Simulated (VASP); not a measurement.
Write the native input for VASP 6.6.1 that does the following.

* Task: single point
* Functional: RPBE
* Potentials or basis: VASP PAW PBE potentials, release 64 (Na_pv)
* Cutoff: 500 eV
* k mesh: 8 × 8 × 8
* Occupations: fermi-dirac, width 0.1 eV
* Spin: no spin polarisation
* Dipole correction: no
* Further INCAR settings: ALGO = Normal; EDIFF = 1e-06; NBANDS = 14

The structure of Na lies in POSCAR:

```
Na
1.0
    0.0000000000      4.0333802069      4.0333802069
    4.0333802069      0.0000000000      4.0333802069
    4.0333802069      4.0333802069      0.0000000000
Na
2
Direct
    0.1250000000      0.1250000000      0.1250000000
    0.8750000000      0.8750000000      0.8750000000
```

This isn't the form of Na at room conditions, which is bcc.

These files were run (other wordings do the same):

INCAR

```
  ALGO = Normal
  EDIFF = 1E-6
  ENCUT = 500
  GGA = RP
  GGA_COMPAT = False
  ISIF = 2
  ISMEAR = -1
  LASPH = True
  LCHARG = False
  LREAL = False
  LWAVE = False
  NBANDS = 14
  NELM = 120
  PREC = Accurate
  SIGMA = 0.1
```

KPOINTS

```
k-points
0
Gamma
  8 8 8
```

Potentials or basis: VASP PAW PBE potentials, release 64 (Na_pv).

Command:

```console
$ cat potpaw_PBE.64/Na_pv/POTCAR > POTCAR
$ mpirun -np 1 vasp_std > vasp.out
```

Results of the run:

```yaml
Pressure: -0.2 GPa
Band_gap_on_the_k_mesh: zero (bands 7 and 8 overlap by 0.49 eV)
```

Caveat: the PAW data sets were made with another functional, which shifts forces and pressure a little.

It took 56 s on 1 thread of Intel Xeon 8259CL, on a shared host, peak memory 0.25 GiB.
